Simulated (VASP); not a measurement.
# Y3NbO (P4/mmm) in VASP: single point with PBE

Aim: the single point of Y3NbO with PBE.

Everything below comes from runs of VASP 6.6.1. Logs are shortened: lines on timing, memory, paths and dates and some standing lists are left out, and cuts for length are marked.

## (1) The cell of the first run

Symmetry: P4/mmm, No. 123, tetragonal system. Conventional cell: a = 4.549 Å, b = 4.549 Å, c = 5.437 Å, α = 90.00°, β = 90.00°, γ = 90.00°. Within 2.2 Å of Y (site symmetry 4mm) lie 1 O at 1.64 Å and 1 Y at 2.16 Å. Within 3.6 Å of Y (site symmetry 4/mmm) lie 2 Nb at 2.72 Å and 4 O at 3.22 Å. Nb (site symmetry 4/mmm) has 10 Y at 2.72 to 3.39 Å within 3.6 Å. O (site symmetry 4/mmm) has 2 Y at 1.64 Å within 2.2 Å.

## (2) Single point, PBE

Contents of INCAR:

```
PREC = Accurate
ENCUT = 520
EDIFF = 1E-7
ISMEAR = 0
SIGMA = 0.1
LREAL = F
LASPH = T
NELM = 60
ALGO = Normal
ISIF = 2
LWAVE = F
LCHARG = T
GGA = PE
LELF = T
LVHAR = T
NBANDS = 34
```

Contents of KPOINTS:

```
Automatic mesh
0
Gamma
  4 4 4
```

Contents of POSCAR:

```
Y3NbO
1.0
    4.5489972500      0.0000000000      0.0000000000
    0.0000000000      4.5489972500      0.0000000000
    0.0000000000      0.0000000000      5.4368556800
Y Nb O
3 1 1
Direct
    0.5000000000      0.5000000000      0.6982851200
    0.5000000000      0.5000000000      0.3017148800
    0.0000000000      0.0000000000      0.0000000000
    0.0000000000      0.0000000000      0.5000000000
    0.5000000000      0.5000000000      0.0000000000
```

Potentials or basis: VASP PAW PBE potentials, release 64 (Y_sv, Nb_sv, O).

Started as:

```
$ cat potpaw_PBE.64/Y_sv/POTCAR potpaw_PBE.64/Nb_sv/POTCAR potpaw_PBE.64/O/POTCAR > POTCAR
$ mpirun -np 1 vasp_std > vasp.out
```

OUTCAR:

```text
PREC = Accurate
   ENCUT = 520
   EDIFF = 1E-7
   ISMEAR = 0
   LREAL = F
   LASPH = T
   NELM = 60
   ISIF = 2
   GGA = PE

 ion  position               nearest neighbor table
   1  0.500  0.500  0.698-   5 1.64   2 2.16   2 3.28   4 3.39   4 3.39   4 3.39   4 3.39   3 3.61
                             3 3.61   3 3.61   3 3.61
   2  0.500  0.500  0.302-   5 1.64   1 2.16   1 3.28   4 3.39   4 3.39   4 3.39   4 3.39   3 3.61
                             3 3.61   3 3.61   3 3.61
   3  0.000  0.000  0.000-   4 2.72   4 2.72   1 3.61   2 3.61   1 3.61   2 3.61   1 3.61   2 3.61
                             1 3.61   2 3.61
   4  0.000  0.000  0.500-   3 2.72   3 2.72   1 3.39   2 3.39   1 3.39   2 3.39   1 3.39   2 3.39
                             1 3.39   2 3.39
   5  0.500  0.500  0.000-   1 1.64   2 1.64

 -----------------------------------------------------------------------------
|                                                                             |
|           W    W    AA    RRRRR   N    N  II  N    N   GGGG   !!!           |
|           W    W   A  A   R    R  NN   N  II  NN   N  G    G  !!!           |
|           W    W  A    A  R    R  N N  N  II  N N  N  G       !!!           |
|           W WW W  AAAAAA  RRRRR   N  N N  II  N  N N  G  GGG   !            |
|           WW  WW  A    A  R   R   N   NN  II  N   NN  G    G                |
|           W    W  A    A  R    R  N    N  II  N    N   GGGG   !!!           |
|                                                                             |
|     The distance between some ions is very small. Please check the          |
|     nearest-neighbor list in the OUTCAR file.                               |
|     I HOPE YOU KNOW WHAT YOU ARE DOING!                                     |
|                                                                             |
 -----------------------------------------------------------------------------

  LATTYP: Found a simple tetragonal cell.
 ALAT       =     4.5489972500
 C/A-ratio  =     1.1951767348

  Lattice vectors:

 A1 = (   4.5489972500,   0.0000000000,   0.0000000000)
 A2 = (   0.0000000000,   4.5489972500,   0.0000000000)
 A3 = (   0.0000000000,   0.0000000000,   5.4368556800)

Analysis of symmetry for initial positions (statically):
=====================================================================
 Subroutine PRICEL returns:
 Original cell was already a primitive cell.

 Routine SETGRP: Setting up the symmetry group for a
 simple tetragonal supercell.

 Subroutine GETGRP returns: Found 16 space group operations
 (whereof 16 operations were pure point group operations)
 out of a pool of 16 trial point group operations.

The static configuration has the point symmetry D_4h.

Analysis of symmetry for dynamics (positions and initial velocities):
=====================================================================
 Subroutine PRICEL returns:
 Original cell was already a primitive cell.

 Routine SETGRP: Setting up the symmetry group for a
 simple tetragonal supercell.

 Subroutine GETGRP returns: Found 16 space group operations
 (whereof 16 operations were pure point group operations)
 out of a pool of 16 trial point group operations.

The dynamic configuration has the point symmetry D_4h.

 Subroutine INISYM returns: Found 16 space group operations
 (whereof 16 operations are pure point group operations),
 and found     1 'primitive' translations

----------------------------------------------------------------------------------------

                                     Primitive cell

  volume of cell :     112.5069

  direct lattice vectors                    reciprocal lattice vectors
     4.548997250  0.000000000  0.000000000     0.219828667  0.000000000  0.000000000
     0.000000000  4.548997250  0.000000000     0.000000000  0.219828667  0.000000000
     0.000000000  0.000000000  5.436855680     0.000000000  0.000000000  0.183929841

  length of vectors
     4.548997250  4.548997250  5.436855680     0.219828667  0.219828667  0.183929841

  position of ions in fractional coordinates (direct lattice)
     0.500000000  0.500000000  0.698285120
     0.500000000  0.500000000  0.301714880
     0.000000000  0.000000000  0.000000000
     0.000000000  0.000000000  0.500000000
     0.500000000  0.500000000  0.000000000

  ion indices of the primitive-cell ions
   primitive index   ion index
                 1           1
                 2           2
                 3           3
                 4           4
                 5           5

----------------------------------------------------------------------------------------

 KPOINTS: Automatic mesh

Automatic generation of k-mesh.
 Grid dimensions read from file:
 generate k-points for:    4    4    4

 Generating k-lattice:

  Cartesian coordinates                     Fractional coordinates (reciprocal lattice)
     0.054957167  0.000000000  0.000000000     0.250000000  0.000000000  0.000000000
     0.000000000  0.054957167  0.000000000     0.000000000  0.250000000  0.000000000
     0.000000000  0.000000000  0.045982460     0.000000000  0.000000000  0.250000000

  Length of vectors
     0.054957167  0.054957167  0.045982460

  Shift w.r.t. Gamma in fractional coordinates (k-lattice)
     0.000000000  0.000000000  0.000000000

 Subroutine IBZKPT returns following result:
 ===========================================

 Found     18 irreducible k-points:

 Following reciprocal coordinates:
            Coordinates               Weight
  0.000000  0.000000  0.000000      1.000000
  0.250000  0.000000  0.000000      4.000000
  0.500000  0.000000  0.000000      2.000000
  0.250000  0.250000  0.000000      4.000000
  0.500000  0.250000  0.000000      4.000000
  0.500000  0.500000  0.000000      1.000000
[... 10 lines left out ...]
  0.500000  0.250000  0.500000      4.000000
  0.500000  0.500000  0.500000      1.000000
   k-points           NKPTS =     18   k-points in BZ     NKDIM =     18   number of bands    NBANDS=     34
   number of dos      NEDOS =    301   number of ions     NIONS =      5
   total plane-waves  NPLWV =  51840
   dimension x,y,z NGX =    36 NGY =   36 NGZ =   40
   dimension x,y,z NGXF=    72 NGYF=   72 NGZF=   80
   ions per type =               3   1   1
   NGX,Y,Z   is equivalent  to a cutoff of  13.16, 13.16, 12.23 a.u.
   NGXF,Y,Z  is equivalent  to a cutoff of  26.31, 26.31, 24.46 a.u.
 SYSTEM =  unknown system
   PREC   = accura    normal or accurate (medium, high low for compatibility)
   ISTART =      0    job   : 0-new  1-cont  2-samecut
   ICHARG =      2    charge: 1-file 2-atom 10-const
   ISPIN  =      1    spin polarized calculation?
   LNONCOLLINEAR =      F non collinear calculations
   LSORBIT =      F    spin-orbit coupling
   LASPH  =      T    aspherical Exc in radial PAW
   ENCUT  =  520.0 eV  38.22 Ry    6.18 a.u.   8.46  8.46 10.11*2*pi/ulx,y,z
   NELM   =     60;   NELMIN=  2; NELMDL= -5     # of ELM steps
   EDIFF  = 0.1E-06   stopping-criterion for ELM
   LREAL  =      F    real-space projection
   EDIFFG = 0.1E-05   stopping-criterion for IOM
   NSW    =      0    number of steps for IOM
   IBRION =     -1    ionic relax: 0-MD 1-quasi-New 2-CG
   NFREE  =      0    steps in history (QN), initial steepest desc. (CG)
   ISIF   =      2    stress and relaxation
   ISYM   =      2    0-nonsym 1-usesym 2-fastsym
   POTIM  = 0.5000    time-step for ionic-motion
   TEBEG  =    0.0;   TEEND  =   0.0 temperature during run
   PSTRESS=    0.0 pullay stress
   NELECT =      52.0000    total number of electrons
   NUPDOWN=      -1.0000    fix difference up-down
   EMIN   =  10.00;   EMAX   =-10.00  energy-range for DOS
   EFERMI =   0.00;   METHOD = LEGACY
   ISMEAR =     0;   SIGMA  =   0.10  broadening in eV -4-tet -1-fermi 0-gaus
   EFERMI_NEDOS =   21; number of points for ismear=-14 and -15
   IALGO  =     38    algorithm
   IMIX   =      4    mixing-type and parameters
     AMIX     =   0.40;   BMIX     =  1.00
     AMIX_MAG =   1.60;   BMIX_MAG =  1.00
  volume/ion in A,a.u.               =      22.50       151.85
  Fermi-wavevector in a.u.,A,eV,Ry     =   1.265755  2.391930 21.798371  1.602135
  Thomas-Fermi vector in A             =   2.398991
   LORBIT       =      0    0 simple, 1 ext, 2 COOP (PROOUT), +10 PAW based schemes
   GGA     = PE    functional components
   LHFCALC =     F    Hartree Fock is set to
   AEXX    =    0.0000 exact exchange contribution
   IVDW    =     0    specifies the selected vdW correction
   LEPSILON=     F    determine dielectric tensor
   LRPA    =     F    only Hartree local field effects (RPA)
 non-spin polarized calculation
 Gauss-broadening in eV      SIGMA  =   0.10
  energy-cutoff  :      520.00
  volume of cell :      112.51
 maximum number of plane-waves:      3065
 NGX is ok and might be reduce to    36
   NGX = 17   NGY = 17   NGZ = 21

 number of electron      51.9999998 magnetization

 Free energy of the ion-electron system (eV)
  ---------------------------------------------------
  ext. energy  EPLUGINS =         0.00000000
  ---------------------------------------------------
  free energy    TOTEN  =       -27.18866565 eV

  energy without entropy =      -27.16782203  energy(sigma->0) =      -27.17824384

 E-fermi :   4.7213     XC(G=0): -10.1927

 val. band max:        4.7164816816   @ k =   0.2500   0.2500   0.2500
 cond. band min:       4.7514717005   @ k =   0.5000   0.0000   0.5000
 fundamental gap:      0.0349900189
 Fermi energy:         4.7213441101

 k-point     1 :       0.0000    0.0000    0.0000
  band No.  band energies     occupation
      1     -49.5125      2.00000
      2     -38.1987      2.00000
      3     -37.7267      2.00000
      4     -36.6436      2.00000
      5     -25.7167      2.00000
      6     -25.6137      2.00000
[... 26 lines left out ...]
     33       7.5008      0.00000
     34       8.8280      0.00000

 k-point     2 :       0.2500    0.0000    0.0000
  band No.  band energies     occupation
      1     -49.5124      2.00000
      2     -38.1975      2.00000
      3     -37.7272      2.00000
      4     -36.6432      2.00000
      5     -25.7169      2.00000
      6     -25.6163      2.00000
[... 584 lines left out ...]
 k-point    18 :       0.5000    0.5000    0.5000
  band No.  band energies     occupation
      1     -49.5117      2.00000
      2     -38.0879      2.00000
      3     -37.7352      2.00000
      4     -36.8085      2.00000
      5     -25.6303      2.00000
      6     -25.6198      2.00000
[... 26 lines left out ...]
     33       7.5395      0.00000
     34       7.8543      0.00000

------------------------ aborting loop because EDIFF is reached ----------------------------------------

  FORCE on cell =-STRESS in cart. coord.  units (eV):
  Direction    XX          YY          ZZ          XY          YZ          ZX
  --------------------------------------------------------------------------------------
  -------------------------------------------------------------------------------------
  Total       -2.7929284     -2.7929284     96.8408364      0.0000000      0.0000000      0.0000000
  in kB      -39.7732645    -39.7732645   1379.0815893      0.0000000      0.0000000      0.0000000
  external PRESSURE =     433.1783534 kB  Pullay stress =       0.0000000 kB

 VOLUME and BASIS-vectors are now :
 -----------------------------------------------------------------------------
  energy-cutoff  :      520.00
  volume of cell :      112.51
      direct lattice vectors                 reciprocal lattice vectors
     4.548997250  0.000000000  0.000000000     0.219828667  0.000000000  0.000000000
     0.000000000  4.548997250  0.000000000     0.000000000  0.219828667  0.000000000
     0.000000000  0.000000000  5.436855680     0.000000000  0.000000000  0.183929841

 POSITION                                       TOTAL-FORCE (eV/Angst)
 -----------------------------------------------------------------------------------
      2.27450      2.27450      3.79648         0.000000      0.000000     -3.772927
      2.27450      2.27450      1.64038         0.000000      0.000000      3.772927
      0.00000      0.00000      0.00000         0.000000      0.000000      0.000000
      0.00000      0.00000      2.71843         0.000000      0.000000      0.000000
      2.27450      2.27450      0.00000         0.000000      0.000000      0.000000
 -----------------------------------------------------------------------------------
    total drift:                                0.000000      0.000000      0.000000

  FREE ENERGIE OF THE ION-ELECTRON SYSTEM (eV)
  ---------------------------------------------------
  free  energy   TOTEN  =       -27.1886656514 eV

  energy  without entropy=      -27.1678220255  energy(sigma->0) =      -27.17824384
```

It took 1.7 min on 1 thread of AMD EPYC 7R13 (Zen 3), shared host; peak memory 0.24 GiB.

Results:

* Free energy: -27.1887 eV
* Pressure: 43.3 GPa
* Largest force: 3.773 eV/Å
* Band gap on the k mesh: zero (band 26 reaches 5.13 eV, above the bottom of band 27 at 4.45 eV)

Forces in eV/Å, atoms in the order of the input:
```
Y    0.000  0.000 -3.773
Y    0.000  0.000  3.773
Y    0.000  0.000  0.000
Nb   0.000  0.000  0.000
O    0.000  0.000  0.000
```

Stress tensor (GPa, compression positive):
```
 -3.98   0.00   0.00
  0.00  -3.98   0.00
  0.00   0.00 137.91
```

Levels at points of the mesh, in eV from the Fermi level:
```tsv
k point	band 24	band 25	band 26	band 27	band 28	band 29
(0.00, 0.00, 0.00)	-0.91	-0.68	-0.68	0.45	0.90	1.41
(0.50, 0.00, 0.00)	-1.10	-1.06	0.07	0.70	1.14	1.47
(0.50, 0.50, 0.00)	-1.25	-0.51	0.11	0.11	1.54	1.75
(0.00, 0.00, 0.50)	-0.55	-0.52	0.41	0.41	0.58	0.58
(0.50, 0.00, 0.50)	-0.49	-0.08	-0.03	0.03	0.59	1.41
(0.50, 0.50, 0.50)	-0.42	-0.18	-0.18	0.16	0.27	0.27
```

Caveat: forces of over 1 eV/Å act on the atoms, so gaps and moduli don't describe the material at rest.
